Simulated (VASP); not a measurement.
# BaAlGe (P-6m2) in VASP: single point with LDA

Aim: the single point of BaAlGe with LDA.

All numbers are computed with VASP 6.6.1; they aren't measurements. Logs are shortened: lines on timing, memory, paths and dates and some standing lists are left out, and cuts for length are marked.

### Step 1. The cell of the first run

The structure is hexagonal, space group P-6m2 (No. 187). Conventional cell: a = 4.353 Å, b = 4.353 Å, c = 5.228 Å, α = 90.00°, β = 90.00°, γ = 120.00°. Ba (site symmetry -6m2) has 6 Al at 3.63 Å and 6 Ge at 3.63 Å and 6 Ba at 4.35 Å within 4.8 Å. Within 3.3 Å of Al (site symmetry -6m2) lie 3 Ge at 2.51 Å. Ge (site symmetry -6m2) has 3 Al at 2.51 Å within 3.3 Å.

### Step 2. Single point, LDA

File INCAR:

```
SYSTEM = BaAlGe
PREC = Accurate
ENCUT = 520
EDIFF = 1E-7
ISMEAR = 1
SIGMA = 0.1
LREAL = .FALSE.
LASPH = .TRUE.
NELM = 80
ALGO = Normal
ISIF = 2
LWAVE = .FALSE.
LCHARG = .FALSE.
GGA = CA
NBANDS = 20
```

File KPOINTS:

```
Automatic mesh
0
G
  6 6 5
  0 0 0
```

File POSCAR:

```
BaAlGe
1.0
    4.3526200000      0.0000000000      0.0000000000
   -2.1763100000      3.7694794930      0.0000000000
    0.0000000000      0.0000000000      5.2277700000
Ba Al Ge
1 1 1
Direct
    0.0000000000      0.0000000000      0.0000000000
    0.6666666667      0.3333333333      0.5000000000
    0.3333333333      0.6666666667      0.5000000000
```

Potentials or basis: VASP PAW LDA potentials, release 64 (Ba_sv, Al, Ge_d).

Command:

```console
cat potpaw_LDA.64/Ba_sv/POTCAR potpaw_LDA.64/Al/POTCAR potpaw_LDA.64/Ge_d/POTCAR > POTCAR
mpirun -np 1 vasp_std > vasp.out
```

OUTCAR:

```text
SYSTEM = BaAlGe
   PREC = Accurate
   ENCUT = 520
   EDIFF = 1E-7
   ISMEAR = 1
   LREAL = .FALSE.
   LASPH = .TRUE.
   NELM = 80
   ISIF = 2
   GGA = CA

 ion  position               nearest neighbor table
   1  0.000  0.000  0.000-   2 3.63   3 3.63   2 3.63   3 3.63   3 3.63   3 3.63   2 3.63   2 3.63
                             2 3.63   2 3.63   3 3.63   3 3.63
   2  0.667  0.333  0.500-   3 2.51   3 2.51   3 2.51   1 3.63   1 3.63   1 3.63   1 3.63   1 3.63
                             1 3.63
   3  0.333  0.667  0.500-   2 2.51   2 2.51   2 2.51   1 3.63   1 3.63   1 3.63   1 3.63   1 3.63
                             1 3.63

  LATTYP: Found a hexagonal cell.
 ALAT       =     4.3526200000
 C/A-ratio  =     1.2010628081

  Lattice vectors:

 A1 = (   4.3526200000,   0.0000000000,   0.0000000000)
 A2 = (  -2.1763100000,   3.7694794930,   0.0000000000)
 A3 = (   0.0000000000,   0.0000000000,   5.2277700000)

Analysis of symmetry for initial positions (statically):
=====================================================================
 Subroutine PRICEL returns:
 Original cell was already a primitive cell.

 Routine SETGRP: Setting up the symmetry group for a
 hexagonal supercell.

 Subroutine GETGRP returns: Found 12 space group operations
 (whereof 12 operations were pure point group operations)
 out of a pool of 24 trial point group operations.

The static configuration has the point symmetry D_3h.

Analysis of symmetry for dynamics (positions and initial velocities):
=====================================================================
 Subroutine PRICEL returns:
 Original cell was already a primitive cell.

 Routine SETGRP: Setting up the symmetry group for a
 hexagonal supercell.

 Subroutine GETGRP returns: Found 12 space group operations
 (whereof 12 operations were pure point group operations)
 out of a pool of 24 trial point group operations.

The dynamic configuration has the point symmetry D_3h.

 Subroutine INISYM returns: Found 12 space group operations
 (whereof 12 operations are pure point group operations),
 and found     1 'primitive' translations

----------------------------------------------------------------------------------------

                                     Primitive cell

  volume of cell :      85.7726

  direct lattice vectors                    reciprocal lattice vectors
     4.352620000  0.000000000  0.000000000     0.229746681  0.132644308  0.000000000
    -2.176310000  3.769479493  0.000000000     0.000000000  0.265288617  0.000000000
     0.000000000  0.000000000  5.227770000     0.000000000  0.000000000  0.191286151
[... 82 lines left out ...]
   EDIFF  = 0.1E-06   stopping-criterion for ELM
   LREAL  =      F    real-space projection
   EDIFFG = 0.1E-05   stopping-criterion for IOM
   NSW    =      0    number of steps for IOM
   IBRION =     -1    ionic relax: 0-MD 1-quasi-New 2-CG
   NFREE  =      0    steps in history (QN), initial steepest desc. (CG)
   ISIF   =      2    stress and relaxation
   ISYM   =      2    0-nonsym 1-usesym 2-fastsym
   POTIM  = 0.5000    time-step for ionic-motion
   TEBEG  =    0.0;   TEEND  =   0.0 temperature during run
   PSTRESS=    0.0 pullay stress
   NELECT =      27.0000    total number of electrons
   NUPDOWN=      -1.0000    fix difference up-down
   EMIN   =  10.00;   EMAX   =-10.00  energy-range for DOS
   EFERMI =   0.00;   METHOD = LEGACY
   ISMEAR =     1;   SIGMA  =   0.10  broadening in eV -4-tet -1-fermi 0-gaus
   EFERMI_NEDOS =   21; number of points for ismear=-14 and -15
   IALGO  =     38    algorithm
   IMIX   =      4    mixing-type and parameters
     AMIX     =   0.40;   BMIX     =  1.00
     AMIX_MAG =   1.60;   BMIX_MAG =  1.00
  volume/ion in A,a.u.               =      28.59       192.94
  Fermi-wavevector in a.u.,A,eV,Ry     =   1.113644  2.104483 16.873999  1.240204
  Thomas-Fermi vector in A             =   2.250231
   LORBIT       =      0    0 simple, 1 ext, 2 COOP (PROOUT), +10 PAW based schemes
   GGA     = CA    functional components
   LHFCALC =     F    Hartree Fock is set to
   AEXX    =    0.0000 exact exchange contribution
   IVDW    =     0    specifies the selected vdW correction
   LEPSILON=     F    determine dielectric tensor
   LRPA    =     F    only Hartree local field effects (RPA)
 non-spin polarized calculation
 Methfessel and Paxton  Order N= 1 SIGMA  =   0.10
  energy-cutoff  :      520.00
  volume of cell :       85.77
 maximum number of plane-waves:      2324
   NGX = 17   NGY = 17   NGZ = 19

 number of electron      27.0000020 magnetization

 Free energy of the ion-electron system (eV)
  ---------------------------------------------------
  ext. energy  EPLUGINS =         0.00000000
  ---------------------------------------------------
  free energy    TOTEN  =       -13.13560699 eV

  energy without entropy =      -13.12976074  energy(sigma->0) =      -13.13365824

 E-fermi :   3.7437     XC(G=0):  -9.4566

 val. band max:        3.7311631082   @ k =   0.3333   0.0000   0.4000
 cond. band min:       3.7830676116   @ k =   0.1667   0.0000   0.0000
 fundamental gap:      0.0519045034
 Fermi energy:         3.7437473186

 k-point     1 :       0.0000    0.0000    0.0000
  band No.  band energies     occupation
      1     -24.0370      2.00000
      2     -20.4406      2.00000
      3     -20.4406      2.00000
      4     -20.4222      2.00000
      5     -20.4135      2.00000
      6     -20.4135      2.00000
[... 472 lines left out ...]
     19       8.3607      0.00000
     20       8.4536      0.00000

------------------------ aborting loop because EDIFF is reached ----------------------------------------

  FORCE on cell =-STRESS in cart. coord.  units (eV):
  Direction    XX          YY          ZZ          XY          YZ          ZX
  --------------------------------------------------------------------------------------
  -------------------------------------------------------------------------------------
  Total       -1.3423948     -1.3423948     -1.8381249      0.0000000      0.0000000     -0.0000000
  in kB      -25.0750753    -25.0750753    -34.3349951      0.0000000      0.0000000     -0.0000000
  external PRESSURE =     -28.1617152 kB  Pullay stress =       0.0000000 kB

 VOLUME and BASIS-vectors are now :
 -----------------------------------------------------------------------------
  energy-cutoff  :      520.00
  volume of cell :       85.77
      direct lattice vectors                 reciprocal lattice vectors
     4.352620000  0.000000000  0.000000000     0.229746681  0.132644308  0.000000000
    -2.176310000  3.769479493  0.000000000     0.000000000  0.265288617  0.000000000
     0.000000000  0.000000000  5.227770000     0.000000000  0.000000000  0.191286151

 POSITION                                       TOTAL-FORCE (eV/Angst)
 -----------------------------------------------------------------------------------
      0.00000      0.00000      0.00000         0.000000     -0.000000      0.000000
      2.17631      1.25649      2.61388         0.000000      0.000000      0.000000
     -0.00000      2.51299      2.61388        -0.000000      0.000000      0.000000
 -----------------------------------------------------------------------------------
    total drift:                               -0.000000      0.000000     -0.000000

  FREE ENERGIE OF THE ION-ELECTRON SYSTEM (eV)
  ---------------------------------------------------
  free  energy   TOTEN  =       -13.1356069901 eV

  energy  without entropy=      -13.1297607408  energy(sigma->0) =      -13.13365824
```

stdout:

```text
POSCAR found type information on POSCAR BaAlGe
 POSCAR found :  3 types and       3 ions
 scaLAPACK will be used
 LDA part: xc-table for (Slater(with rela. corr.)+CA(PZ))
 , standard interpolation
 POSCAR, INCAR and KPOINTS ok, starting setup
 FFT: planning ... GRIDC
 FFT: planning ... GRID_SOFT
 FFT: planning ... GRID
 WAVECAR not read
 entering main loop
```

Wall time 19 s (1 thread of AMD EPYC 9R45 (Zen 5), shared host); peak memory 0.15 GiB.

What came out:

```
Free energy : -13.1356 eV
Pressure    : -2.8 GPa
```

Stress tensor (GPa, compression positive):
```
-2.51  0.00  0.00
 0.00 -2.51  0.00
 0.00  0.00 -3.43
```

Caveat: spin-orbit coupling is left out, which moves the levels of the heavy elements.
